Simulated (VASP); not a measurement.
Runs of VASP 6.6.1 on Pt. The structure is that of space group I4/mmm (No. 139), or close to it. The cells are those of the table. 

```csv
cell,gap on the mesh (eV),pressure (GPa)
"a = 2.911, b = 2.911, c = 3.046 Å, angles 58.5, 58.5, 63.1°, 1 atom",none,-24.2
"a = 2.634, b = 2.634, c = 2.492 Å, angles 61.8, 61.8, 56.5°, 1 atom",none,(b)
"a = 2.875, b = 2.875, c = 2.977 Å, angles 58.8, 58.8, 62.4°, 1 atom",none,-19.2
"a = 2.893, b = 2.893, c = 3.011 Å, angles 58.6, 58.6, 62.7°, 1 atom",none,(a)
"a = 2.839, b = 2.839, c = 2.907 Å, angles 59.2, 59.2, 61.6°, 1 atom",none,-12.1
```

Alike in all rows: task single point; level PBE; potentials or basis VASP PAW PBE potentials, release 64 (Pt); no spin polarisation; k mesh 20 × 20 × 20; cutoff (eV) 520; smearing gaussian 0.15 eV.

Q: Estimate the missing entries.

A: (a) -21.9; (b) 124.9.

Caveats: spin-orbit coupling is left out, which moves the levels of the heavy elements; the cell stands under tension (at least some runs); the stress differs along the axes, from 103 to 136 GPa (at least some runs).

A k mesh can miss the band edges, and the runs leave out spin-orbit coupling on Pt.

A gap of «none» marks levels without a gap at the run's occupations.
